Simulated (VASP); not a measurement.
**TiCo: single point with BLYP+D4**

The system is TiCo.

```
Co Ti
1.0
     2.97081    0.00000    0.00000
     0.00000    2.97081    0.00000
     0.00000    0.00000    2.97081
Co Ti
1 1
Direct
  0.50000 0.50000 0.50000
  0.00000 0.00000 0.00000
```

```
Program                : VASP 6.6.1
Task                   : single point
Functional             : BLYP
Dispersion             : D4
Potentials or basis    : VASP PAW PBE potentials, release 64 (Co, Ti_sv)
Cutoff                 : 520 eV
k mesh                 : 9 × 9 × 9
Occupations            : fermi-dirac, width 0.05 eV
Spin                   : collinear spin, ferromagnetic start
Starting moments       : [2.0, 1.0] μB
Dipole correction      : no
Further INCAR settings : ALGO = Normal; EDIFF = 1e-06; NBANDS = 22
```

```yaml
Pressure: -0.3 GPa
Net_moment: 0.70 μB per cell
Site_moments: Co +0.74; Ti -0.00 μB
Valence_electrons_inside_the_program's_atomic_spheres: Co 8.36; Ti 10.35
Dispersion_energy_per_atom: -0.590 eV
```

Levels at points of the mesh, in eV from the Fermi level:
Spin up:
| k point | band 8 | band 9 | band 10 | band 11 | band 12 | band 13 |
| --- | --- | --- | --- | --- | --- | --- |
| (0.00, 0.00, 0.00) | -1.86 | -1.86 | -1.86 | 0.50 | 0.50 | 2.58 |
Spin down:
| k point | band 6 | band 7 | band 8 | band 9 | band 10 | band 11 | band 12 | band 13 | band 14 | band 15 |
| --- | --- | --- | --- | --- | --- | --- | --- | --- | --- | --- |
| (0.00, 0.00, 0.00) | -3.62 | -3.62 | -1.45 | -1.45 | -1.45 | 0.94 | 0.94 | 2.68 | 2.68 | 2.68 |

Wall time 97 s on 1 thread of Intel Xeon 8259CL (shared host), peak memory 0.17 GiB.

Caveat: the PAW data sets were made with another functional, which shifts forces and pressure a little.
